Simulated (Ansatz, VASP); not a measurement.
**One calculation of GaN, two programs**

```
Ga N
1.0
     3.18312    0.00000    0.00000
    -1.59156    2.75666    0.00000
     0.00000    0.00000    5.18337
Ga N
2 2
Direct
  0.33333 0.66667 0.00261
  0.66667 0.33333 0.50261
  0.33333 0.66667 0.37939
  0.66667 0.33333 0.87939
```

Alike in both runs: functional r2SCAN; k mesh 8 × 8 × 5; no spin polarisation.

Ansatz relaxed the structure, and its values are those at the end. VASP's run is a single point on that final structure, the one shown.

|  | VASP | Ansatz |
| --- | --- | --- |
| version | VASP 6.6.1 | Ansatz 0.2.0 |
| potentials or method | VASP PAW PBE potentials, release 64 (Ga_d, N_h), cutoff 910 eV | scalar-relativistic, plane waves, PAW |
| occupations | gaussian, width 0.01 eV | fixed |
| valence electrons in the cell | 36 | 36 |

|  | VASP | Ansatz | Ansatz less VASP |
| --- | --- | --- | --- |
| gap on the k mesh at the Fermi level (eV) | 2.34 | 2.35 | +0.010 |
| least direct gap on the mesh (eV) | 2.34 | 2.35 | +0.010 |
| rms of the force components (eV/Å) | 0.004 | 0.000 | -0.0036 |

VASP's potentials were made for PBE, not for r2SCAN.

Noted on VASP's run: the cutoff is short for stress, so the pressure is rough.
